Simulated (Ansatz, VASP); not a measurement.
# Two plane-wave programs on Fe3Ge

Contents of INCAR:

```
SYSTEM = Fe3Ge
PREC = Accurate ; ENCUT = 520
EDIFF = 1E-6 ; ISMEAR = 1
SIGMA = 0.3 ; LREAL = .False.
LASPH = .True. ; NELM = 150
ALGO = Normal ; ISIF = 2
LWAVE = .False. ; LCHARG = .False.
ISPIN = 2 ; MAGMOM = 3.5 3.5 3.5 0
LORBIT = 11 ; LMAXMIX = 4
GGA = PS ; NBANDS = 31
```

Contents of KPOINTS:

```
Automatic mesh
0
Gamma
  7 7 7
  0 0 0
```

File POSCAR:

```
Fe3Ge
1.0
    0.0000000000      2.8755854300      2.8755854300
    2.8755854300      0.0000000000      2.8755854300
    2.8755854300      2.8755854300      0.0000000000
Fe Ge
3 1
Direct
    0.5000000000      0.5000000000      0.5000000000
    0.2500000000      0.2500000000      0.2500000000
    0.7500000000      0.7500000000      0.7500000000
    0.0000000000      0.0000000000      0.0000000000
```

Input for Ansatz:

```yaml
crystal:
  lattice:
    - [0.0, 2.87558543, 2.87558543]
    - [2.87558543, 0.0, 2.87558543]
    - [2.87558543, 2.87558543, 0.0]
  atoms:
    - { symbol: Fe, position: [0.5, 0.5, 0.5] }
    - { symbol: Fe, position: [0.25, 0.25, 0.25] }
    - { symbol: Fe, position: [0.7499999999999999, 0.7499999999999999, 0.7499999999999999] }
    - { symbol: Ge, position: [0.0, 0.0, 0.0] }
basis:
  ecutwfc: 476.19925930478996
kpoints:
  mp_grid:
    grid: [7, 7, 7]
hamiltonian:
  xc: pbesol
  pseudopotentials:
    kind: paw
magnetization:
  spin_polarized: true
  per_species:
    Fe: 3.5
scf:
  occupations:
    method: methfessel_paxton
    width: 0.3
```

Alike in both runs: task single point; functional PBEsol; k mesh 7 × 7 × 7; occupations methfessel-paxton of order 1, width 0.3 eV; collinear spin.

|  | VASP | Ansatz |
| --- | --- | --- |
| version | VASP 6.6.1 | Ansatz 0.2.0 |
| potentials or method | VASP PAW PBE potentials, release 64 (Fe, Ge_d), cutoff 520 eV | plane waves, PAW |
| valence electrons in the cell | 38 | 62 |

|  | VASP | Ansatz | Ansatz less VASP |
| --- | --- | --- | --- |
| net moment per atom (μB) | 1.43 | 1.43 | -0.003 |
| size of the moment on the site where the two differ most (μB) | 2.55 | 2.57 | +0.023 |

VASP's potentials were made for PBE, not for PBEsol. Site moments also hang on the region over which each program counts them. The functional is the same, so the differences come from potentials, cutoffs and numerics. VASP's potentials hold 38 valence electrons a cell and Ansatz's 62, so a difference there can come from the potentials and not from the codes. Ansatz's warnings: stability check not made.
